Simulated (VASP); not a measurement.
# Sn (I4_1/amd) in VASP: notebook

Aim: see how the results for Sn move with the level of theory and the settings. Levels: RPBE+D4, PBE. Tasks: single point.

Program: VASP 6.6.1. These are calculated values, not measurements. Logs are shortened: lines on timing, memory, paths and dates and some standing lists are left out, and cuts for length are marked.

## (1) The cell of the first run

Symmetry: I4_1/amd, No. 141, tetragonal system. Conventional cell: a = 5.836 Å, b = 5.836 Å, c = 3.161 Å, α = 90.00°, β = 90.00°, γ = 90.00°. Sn (site symmetry -4m2) has 10 Sn at 3.02 to 3.76 Å within 4.0 Å.

## (2) Single point, RPBE+D4

The input, INCAR:

```
PREC     = Accurate       # precision mode
ENCUT    = 520            # plane-wave cutoff, eV
EDIFF    = 1E-6           # SCF threshold, eV
ISMEAR   = -1             # smearing method
SIGMA    = 0.05           # smearing width, eV
LREAL    = F              # projectors in reciprocal space
LASPH    = T              # aspherical terms in the spheres
NELM     = 60             # most SCF steps
ALGO     = Normal         # electronic algorithm
ISIF     = 2              # what is computed and relaxed
LWAVE    = F              # write WAVECAR
LCHARG   = T              # write CHGCAR
GGA      = RP             # functional
IVDW     = 13             # dispersion correction
LELF     = T              # ELF
LVHAR    = T            
NBANDS   = 21             # bands
```

The input, KPOINTS:

```
regular mesh
0
Gamma
  9 9 9
```

The input, POSCAR:

```
Sn
1.0
   -2.9180303228      2.9180303228      1.5804413039
    2.9180303228     -2.9180303228      1.5804413039
    2.9180303228      2.9180303228     -1.5804413039
Sn
2
Direct
    0.0000000000      0.0000000000      0.0000000000
    0.7500000000      0.2500000000      0.5000000000
```

Potentials or basis: VASP PAW PBE potentials, release 64 (Sn_d).

Started as:

```sh
> cat potpaw_PBE.64/Sn_d/POTCAR > POTCAR
> mpirun -np 1 vasp_std > vasp.out
```

OUTCAR:

```text
PREC = Accurate
   ENCUT = 520
   EDIFF = 1E-6
   ISMEAR = -1
   LREAL = F
   LASPH = T
   NELM = 60
   ISIF = 2
   GGA = RP
   IVDW = 13

 ion  position               nearest neighbor table
   1  0.000  0.000  0.000-   2 3.02   2 3.02   2 3.02   2 3.02
   2  0.750  0.250  0.500-   1 3.02   1 3.02   1 3.02   1 3.02

  LATTYP: Found a body centered tetragonal cell.
 ALAT       =     5.8360606456
 C/A-ratio  =     0.5416123649

  Lattice vectors:

 A1 = (  -2.9180303228,   2.9180303228,   1.5804413039)
 A2 = (   2.9180303228,  -2.9180303228,   1.5804413039)
 A3 = (   2.9180303228,   2.9180303228,  -1.5804413039)

Analysis of symmetry for initial positions (statically):
=====================================================================
 Subroutine PRICEL returns:
 Original cell was already a primitive cell.

 Routine SETGRP: Setting up the symmetry group for a
 body centered tetragonal supercell.

 Subroutine GETGRP returns: Found 16 space group operations
 (whereof  8 operations were pure point group operations)
 out of a pool of 16 trial point group operations.

The static configuration has the point symmetry D_2d.
 The point group associated with its full space group is D_4h.

Analysis of symmetry for dynamics (positions and initial velocities):
=====================================================================
 Subroutine PRICEL returns:
 Original cell was already a primitive cell.

 Routine SETGRP: Setting up the symmetry group for a
 body centered tetragonal supercell.

 Subroutine GETGRP returns: Found 16 space group operations
 (whereof  8 operations were pure point group operations)
 out of a pool of 16 trial point group operations.

The dynamic configuration has the point symmetry D_2d.
 The point group associated with its full space group is D_4h.

 Subroutine INISYM returns: Found 16 space group operations
 (whereof  8 operations are pure point group operations),
 and found     1 'primitive' translations

----------------------------------------------------------------------------------------

                                     Primitive cell

  volume of cell :      53.8292

  direct lattice vectors                    reciprocal lattice vectors
    -2.918030323  2.918030323  1.580441304     0.000000000  0.171348459  0.316367333
     2.918030323 -2.918030323  1.580441304     0.171348459  0.000000000  0.316367333
     2.918030323  2.918030323 -1.580441304     0.171348459  0.171348459  0.000000000

  length of vectors
     4.419004033  4.419004033  4.419004033     0.359789638  0.359789638  0.242323315

  position of ions in fractional coordinates (direct lattice)
     0.000000000  0.000000000  0.000000000
     0.750000000  0.250000000  0.500000000

  ion indices of the primitive-cell ions
   primitive index   ion index
                 1           1
                 2           2

----------------------------------------------------------------------------------------

 KPOINTS: regular mesh

Automatic generation of k-mesh.
 Grid dimensions read from file:
 generate k-points for:    9    9    9

 Generating k-lattice:

  Cartesian coordinates                     Fractional coordinates (reciprocal lattice)
     0.000000000  0.019038718  0.035151926     0.111111111  0.000000000 -0.000000000
     0.019038718  0.000000000  0.035151926     0.000000000  0.111111111 -0.000000000
     0.019038718  0.019038718  0.000000000     0.000000000  0.000000000  0.111111111

  Length of vectors
     0.039976626  0.039976626  0.026924813

  Shift w.r.t. Gamma in fractional coordinates (k-lattice)
     0.000000000  0.000000000  0.000000000

 Subroutine IBZKPT returns following result:
 ===========================================

 Found     75 irreducible k-points:

 Following reciprocal coordinates:
            Coordinates               Weight
  0.000000  0.000000  0.000000      1.000000
  0.111111 -0.000000  0.000000      8.000000
  0.222222  0.000000  0.000000      8.000000
  0.333333 -0.000000  0.000000      8.000000
  0.444444  0.000000  0.000000      8.000000
  0.111111  0.111111  0.000000      8.000000
[... 16 lines left out ...]
 -0.333333  0.333333  0.000000      4.000000
  0.444444  0.444444  0.000000      8.000000
 [... further k-points ...]
   k-points           NKPTS =     75   k-points in BZ     NKDIM =     75   number of bands    NBANDS=     21
   number of dos      NEDOS =    301   number of ions     NIONS =      2
   total plane-waves  NPLWV =  46656
   dimension x,y,z NGX =    36 NGY =   36 NGZ =   36
   dimension x,y,z NGXF=    72 NGYF=   72 NGZF=   72
   ions per type =               2
   NGX,Y,Z   is equivalent  to a cutoff of  13.54, 13.54, 13.54 a.u.
   NGXF,Y,Z  is equivalent  to a cutoff of  27.09, 27.09, 27.09 a.u.
 SYSTEM =  unknown system
   PREC   = accura    normal or accurate (medium, high low for compatibility)
   ISTART =      0    job   : 0-new  1-cont  2-samecut
   ICHARG =      2    charge: 1-file 2-atom 10-const
   ISPIN  =      1    spin polarized calculation?
   LNONCOLLINEAR =      F non collinear calculations
   LSORBIT =      F    spin-orbit coupling
   LASPH  =      T    aspherical Exc in radial PAW
   ENCUT  =  520.0 eV  38.22 Ry    6.18 a.u.   8.22  8.22  8.22*2*pi/ulx,y,z
   NELM   =     60;   NELMIN=  2; NELMDL= -5     # of ELM steps
   EDIFF  = 0.1E-05   stopping-criterion for ELM
   LREAL  =      F    real-space projection
[... 7 lines left out ...]
   TEBEG  =    0.0;   TEEND  =   0.0 temperature during run
   PSTRESS=    0.0 pullay stress
   NELECT =      28.0000    total number of electrons
   NUPDOWN=      -1.0000    fix difference up-down
   EMIN   =  10.00;   EMAX   =-10.00  energy-range for DOS
   EFERMI =   0.00;   METHOD = LEGACY
   ISMEAR =    -1;   SIGMA  =   0.05  broadening in eV -4-tet -1-fermi 0-gaus
   EFERMI_NEDOS =   21; number of points for ismear=-14 and -15
   IALGO  =     38    algorithm
   IMIX   =      4    mixing-type and parameters
     AMIX     =   0.40;   BMIX     =  1.00
     AMIX_MAG =   1.60;   BMIX_MAG =  1.00
  volume/ion in A,a.u.               =      26.91       181.63
  Fermi-wavevector in a.u.,A,eV,Ry     =   1.316603  2.488019 23.584932  1.733444
  Thomas-Fermi vector in A             =   2.446703
   LORBIT       =      0    0 simple, 1 ext, 2 COOP (PROOUT), +10 PAW based schemes
   GGA     = RP    functional components
   LHFCALC =     F    Hartree Fock is set to
   AEXX    =    0.0000 exact exchange contribution
   IVDW    =    13    specifies the selected vdW correction
   LEPSILON=     F    determine dielectric tensor
   LRPA    =     F    only Hartree local field effects (RPA)
 non-spin polarized calculation
  energy-cutoff  :      520.00
  volume of cell :       53.83
 maximum number of plane-waves:      1466
 NGX is ok and might be reduce to    36
   NGX = 17   NGY = 17   NGZ = 17

 number of electron      28.0000003 magnetization

 Free energy of the ion-electron system (eV)
  ---------------------------------------------------
  ext. energy  EPLUGINS =         0.00000000
  ---------------------------------------------------
  free energy    TOTEN  =        -6.80848177 eV

  energy without entropy =       -6.80066650  energy(sigma->0) =       -6.80457413

 E-fermi :   8.2206     XC(G=0): -10.2629

 val. band max:        8.2011576078   @ k =  -0.2222   0.4444   0.2222
 cond. band min:       8.2322602273   @ k =  -0.4444   0.4444   0.0000
 fundamental gap:      0.0311026195
 Fermi energy:         8.2206126754

 k-point     1 :       0.0000    0.0000    0.0000
  band No.  band energies     occupation
      1     -13.5392      2.00000
      2     -13.4623      2.00000
      3     -13.4135      2.00000
      4     -13.4073      2.00000
      5     -13.2487      2.00000
      6     -13.2487      2.00000
[... 13 lines left out ...]
     20      17.9912      0.00000
     21      18.6908      0.00000

 k-point     2 :       0.1111   -0.0000    0.0000
  band No.  band energies     occupation
      1     -13.5314      2.00000
      2     -13.4367      2.00000
      3     -13.4045      2.00000
      4     -13.3778      2.00000
      5     -13.2661      2.00000
      6     -13.2621      2.00000
[... 13 lines left out ...]
     20      17.1452      0.00000
     21      17.2085      0.00000

 k-point     3 :       0.2222    0.0000    0.0000
  band No.  band energies     occupation
      1     -13.5094      2.00000
      2     -13.3820      2.00000
      3     -13.3816      2.00000
      4     -13.3306      2.00000
      5     -13.2995      2.00000
      6     -13.2622      2.00000
[... 13 lines left out ...]
     20      15.6546      0.00000
     21      16.6615      0.00000

 k-point     4 :       0.3333   -0.0000    0.0000
  band No.  band energies     occupation
      1     -13.4843      2.00000
      2     -13.3662      2.00000
      3     -13.3559      2.00000
      4     -13.3446      2.00000
      5     -13.3205      2.00000
      6     -13.2833      2.00000
[... 13 lines left out ...]
     20      14.8240      0.00000
     21      17.6777      0.00000

 k-point     5 :       0.4444    0.0000    0.0000
  band No.  band energies     occupation
      1     -13.4668      2.00000
      2     -13.3871      2.00000
      3     -13.3766      2.00000
      4     -13.3385      2.00000
      5     -13.3081      2.00000
      6     -13.2996      2.00000
[... 13 lines left out ...]
     20      16.9781      0.00000
     21      18.4708      0.00000
[... 382 lines left out ...]
     20      18.4491      0.00000
     21      19.1838      0.00000

 k-point    22 :      -0.4444    0.3333    0.0000
  band No.  band energies     occupation
      1     -13.4482      2.00000
      2     -13.4292      2.00000
      3     -13.4261      2.00000
      4     -13.3266      2.00000
      5     -13.3190      2.00000
      6     -13.2443      2.00000
[... 13 lines left out ...]
     20      19.2643      0.00000
     21      20.2000      0.00000

 k-point    23 :      -0.3333    0.3333    0.0000
  band No.  band energies     occupation
      1     -13.4693      2.00000
      2     -13.4532      2.00000
      3     -13.4451      2.00000
      4     -13.3437      2.00000
      5     -13.2988      2.00000
      6     -13.2327      2.00000
[... 13 lines left out ...]
     20      18.0255      0.00000
     21      18.1265      0.00000

 k-point    24 :       0.4444    0.4444    0.0000
  band No.  band energies     occupation
      1     -13.4419      2.00000
      2     -13.4410      2.00000
      3     -13.3759      2.00000
      4     -13.3738      2.00000
      5     -13.2807      2.00000
      6     -13.2737      2.00000
[... 13 lines left out ...]
     20      19.0094      0.00000
     21      19.5988      0.00000

 [... further k-points ...]

------------------------ aborting loop because EDIFF is reached ----------------------------------------

  DFT-D4 for vdW energy calculation

  Edisp (eV):   -1.54944

  FORCE on cell =-STRESS in cart. coord.  units (eV):
  Direction    XX          YY          ZZ          XY          YZ          ZX
  --------------------------------------------------------------------------------------
  -------------------------------------------------------------------------------------
  Total      -0.01941    -0.01941    -0.02588     0.00000     0.00000     0.00000
  in kB      -0.57775    -0.57775    -0.77023     0.00000     0.00000     0.00000
  external pressure =       -0.64 kB  Pullay stress =        0.00 kB

 VOLUME and BASIS-vectors are now :
 -----------------------------------------------------------------------------
  energy-cutoff  :      520.00
  volume of cell :       53.83
      direct lattice vectors                 reciprocal lattice vectors
    -2.918030323  2.918030323  1.580441304     0.000000000  0.171348459  0.316367333
     2.918030323 -2.918030323  1.580441304     0.171348459  0.000000000  0.316367333
     2.918030323  2.918030323 -1.580441304     0.171348459  0.171348459  0.000000000

 POSITION                                       TOTAL-FORCE (eV/Angst)
 -----------------------------------------------------------------------------------
      0.00000      0.00000      0.00000         0.000000     -0.000000      0.000000
      0.00000      2.91803      0.79022        -0.000000      0.000000     -0.000000
 -----------------------------------------------------------------------------------
    total drift:                               -0.000000      0.000000     -0.000000

  FREE ENERGIE OF THE ION-ELECTRON SYSTEM (eV)
  ---------------------------------------------------
  free  energy   TOTEN  =        -8.3579177186 eV

  energy  without entropy=       -8.3501024486  energy(sigma->0) =       -8.35401008
```

Wall time 36 s (1 thread of Intel Xeon 6975P-C (Granite Rapids), shared host); peak memory 0.23 GiB.

Results:

```
Free energy                : -8.3579 eV
Pressure                   : -0.1 GPa
Band gap on the k mesh     : zero (band 14 reaches 9.43 eV, above the bottom of band 15 at 5.36 eV)
Dispersion energy per atom : -0.775 eV
```

Caveat: the PAW data sets were made with another functional, which shifts forces and pressure a little; spin-orbit coupling is left out, which moves the levels of the heavy elements; pairwise dispersion overbinds metals, which lowers pressure and volume.

(Part 1 of 2 ends here.)
